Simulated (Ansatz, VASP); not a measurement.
# ZnS: VASP beside Ansatz

POSCAR

```
ZnS
1.0
    0.0000000000      2.6839594275      2.6839594275
    2.6839594275      0.0000000000      2.6839594275
    2.6839594275      2.6839594275      0.0000000000
Zn S
1 1
Direct
    0.0000000000      0.0000000000      0.0000000000
    0.7500000000      0.7500000000      0.7500000000
```

The input INCAR.step1:

```
ALGO     = Normal         # electronic algorithm
EDIFF    = 1E-4           # SCF threshold, eV
ENCUT    = 520            # plane-wave cutoff, eV
GGA      = PE             # functional
ISMEAR   = 0              # smearing method
LASPH    = True           # aspherical terms in the spheres
LCHARG   = False          # write CHGCAR
LREAL    = False          # projectors in reciprocal space
LWAVE    = True           # write WAVECAR
NBANDS   = 16             # bands
NELM     = 80             # most SCF steps
PREC     = Accurate       # precision mode
SIGMA    = 0.02           # smearing width, eV
```

The input INCAR.step2:

```
ALGO     = Normal         # electronic algorithm
EDIFF    = 1E-6           # SCF threshold, eV
ENCUT    = 520            # plane-wave cutoff, eV
ISIF     = 2              # what is computed and relaxed
ISMEAR   = 0              # smearing method
ISTART   = 1            
LASPH    = True           # aspherical terms in the spheres
LCHARG   = False          # write CHGCAR
LMIXTAU  = True         
LREAL    = False          # projectors in reciprocal space
LWAVE    = False          # write WAVECAR
METAGGA  = R2SCAN         # meta-GGA
NBANDS   = 16             # bands
NELM     = 80             # most SCF steps
PREC     = Accurate       # precision mode
SIGMA    = 0.02           # smearing width, eV
```

KPOINTS

```
k-points
0
Gamma
  10 10 10
```

Input for Ansatz:

```yaml
crystal:
  lattice:
    - [0.0, 2.6839594275, 2.6839594275]
    - [2.6839594275, 0.0, 2.6839594275]
    - [2.6839594275, 2.6839594275, 0.0]
  atoms:
    - { symbol: Zn, position: [0.0, 0.0, 0.0] }
    - { symbol: S, position: [0.75, 0.75, 0.75] }
basis:
  ecutwfc: 500
kpoints:
  mp_grid: { grid: [10, 10, 10] }
hamiltonian:
  xc: r2scan
scf:
  occupations: { method: gaussian, width: 0.02 }
output:
  forces: true
  stress: true
  eigenvalues: true
  write_density: true
  write_potential: true
  elf: true
  volumetric_format: npy
```

Alike in both runs: task single point; functional r2SCAN; k mesh 10 × 10 × 10; occupations gaussian, width 0.02 eV; no spin polarisation.

|  | VASP | Ansatz |
| --- | --- | --- |
| version | VASP 6.6.1 | Ansatz 0.2.0 |
| potentials or method | VASP PAW PBE potentials, release 64 (Zn, S), cutoff 520 eV | scalar-relativistic, plane waves, PAW |
| valence electrons in the cell | 18 | 18 |

```tsv
	VASP	Ansatz	Ansatz less VASP
gap on the k mesh at the Fermi level (eV)	2.77	2.76	-0.011
least direct gap on the mesh (eV)	2.77	2.76	-0.011
pressure (GPa)	0.9	1.0	+0.02
```

VASP's potentials were made for PBE, not for r2SCAN.
